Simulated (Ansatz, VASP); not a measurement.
TiAu: VASP beside Ansatz

```
Ti Au
1.0
     3.28654    0.00000    0.00000
     0.00000    3.28654    0.00000
     0.00000    0.00000    3.25400
Ti Au
1 1
Direct
  0.50000 0.50000 0.50000
  0.00000 0.00000 0.00000
```

Change from the starting cell: equal xx and yy strain of +1 %, crystal datasets.

Alike in both runs: task electric field gradients; functional PBEsol; k mesh 10 × 10 × 10; occupations fermi-dirac, width 0.08 eV; no spin polarisation.

|  | VASP | Ansatz |
| --- | --- | --- |
| version | VASP 6.6.1 | Ansatz 0.2.0 |
| potentials or method | VASP PAW PBE potentials, release 64 (Ti_sv, Au), cutoff 520 eV | all-electron PAW with datasets made for the crystal, scalar-relativistic |

```tsv
	VASP	Ansatz	Ansatz less VASP
pressure (GPa)	-7.5	-7.4	+0.13
traceless stress, the component that is largest in VASP (GPa)	-0.06	-0.07	-0.005
size of Vzz on the site where it differs most (V/Å²)	1.3	1.6	+0.30
```

VASP's potentials were made for PBE, not for PBEsol. Ansatz ran all-electron here, and VASP with PAW potentials.

Spin-orbit coupling is off throughout.
